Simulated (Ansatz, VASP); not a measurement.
SrV3 in VASP and in Ansatz

File INCAR:

```
SYSTEM = SrV3
PREC = Accurate
ENCUT = 600
EDIFF = 1E-6
ISMEAR = 0
SIGMA = 0.1
LREAL = .FALSE.
LASPH = .TRUE.
NELM = 80
ALGO = Fast
ISIF = 3
LWAVE = .FALSE.
LCHARG = .FALSE.
GGA = PE
IBRION = 2
NSW = 90
EDIFFG = -0.04
```

KPOINTS

```
Automatic mesh
0
G
  3 3 4
  0 0 0
```

File POSCAR:

```
SrV3
1.0
    5.9254361649      0.0000000000      0.0000000000
   -2.9627180824      5.1315782473      0.0000000000
    0.0000000000      0.0000000000      4.7560767716
Sr V
2 6
Direct
    0.3333333333      0.6666666667      0.2500000000
    0.6666666667      0.3333333333      0.7500000000
    0.8330000000      0.6660000000      0.2500000000
    0.1670000000      0.8330000000      0.7500000000
    0.3340000000      0.1670000000      0.2500000000
    0.1670000000      0.3340000000      0.7500000000
    0.8330000000      0.1670000000      0.2500000000
    0.6660000000      0.8330000000      0.7500000000
```

Input for Ansatz:

```yaml
crystal:
  lattice:
    - [5.9254361649, 0.0, 0.0]
    - [-2.9627180824, 5.1315782473, 0.0]
    - [0.0, 0.0, 4.7560767716]
  atoms:
    - { symbol: Sr, position: [0.3333333333, 0.6666666667, 0.25] }
    - { symbol: Sr, position: [0.6666666667, 0.3333333333, 0.75] }
    - { symbol: V, position: [0.833, 0.666, 0.25] }
    - { symbol: V, position: [0.167, 0.833, 0.75] }
    - { symbol: V, position: [0.334, 0.167, 0.25] }
    - { symbol: V, position: [0.167, 0.334, 0.75] }
    - { symbol: V, position: [0.833, 0.167, 0.25] }
    - { symbol: V, position: [0.666, 0.833, 0.75] }
basis:
  ecutwfc: 420
kpoints:
  mp_grid: { grid: [3, 3, 4] }
hamiltonian:
  xc: pbe
scf:
  occupations: { method: gaussian, width: 0.1 }
  lower_state_search: "off"
output:
  forces: true
  stress: true
  eigenvalues: true
relax:
  adjacent_minimum: "off"
  f_tol: 0.04
  max_steps: 70
  cell: { stress_tol: 0.4 }
```

Alike in both runs: task relaxation of cell and atoms; functional PBE; k mesh 3 × 3 × 4; occupations gaussian, width 0.1 eV; no spin polarisation.

|  | VASP | Ansatz |
| --- | --- | --- |
| version | VASP 6.6.1 | Ansatz 0.2.0 |
| potentials or method | VASP PAW PBE potentials, release 64 (Sr_sv, V_sv), cutoff 600 eV | scalar-relativistic, plane waves, PAW |
| valence electrons in the cell | 98 | 98 |

Ansatz gave:

| Quantity | Value |
| --- | --- |
| gap on the k mesh at the Fermi level, each at its own relaxed structure (eV) | none |
| relaxed volume (Å³/atom) | 25.27 |
| relaxed length of the cell vector where the two differ most in proportion (Å) | 7.050 |

Q: Which values does VASP return?

A: gap on the k mesh at the Fermi level, each at its own relaxed structure (eV): none; relaxed volume (Å³/atom): 24.90; relaxed length of the cell vector where the two differ most in proportion (Å): 6.998.

A gap of «none» marks a metal or a gap that the smearing closes.

The k mesh is coarse, so the values compare programs but aren't converged. Noted on VASP's run: the volume moved by over 15 % at a fixed basis, so the end points are rough.
